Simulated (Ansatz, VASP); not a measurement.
# BN: VASP beside Ansatz

```xyz
4
Lattice="2.7621 0.0000 0.0000 -1.3810 2.1550 0.0000 0.0000 0.0000 6.2569" Properties=species:S:1:pos:R:3 pbc="T T T"
B     0.0000    1.4367    1.5642
B     1.3810    0.7183    4.6927
N     0.0000    1.4367    4.6927
N     1.3810    0.7183    1.5642
```

Change from the starting cell: normal strain along x +0.1100, normal strain along z -0.0367.

Alike in both runs: task relaxation of the atoms; functional LDA; k mesh 12 × 12 × 4; occupations gaussian, width 0.05 eV; no spin polarisation.

|  | VASP | Ansatz |
| --- | --- | --- |
| version | VASP 6.6.1 | Ansatz 0.2.0 |
| potentials or method | VASP PAW LDA potentials, release 64 (B, N), cutoff 520 eV | scalar-relativistic, plane waves, PAW |
| valence electrons in the cell | 16 | 16 |

|  | VASP | Ansatz | Ansatz less VASP |
| --- | --- | --- | --- |
| gap on the k mesh at the Fermi level, each at its own relaxed structure (eV) | 3.44 | 3.45 | +0.012 |

Ansatz warns that its potentials were made for another functional, while VASP's fit it. LDA's correlation is that of Perdew and Zunger in VASP and of Perdew and Wang (1992) in Ansatz. Ansatz's warnings: stress scf threshold loose.
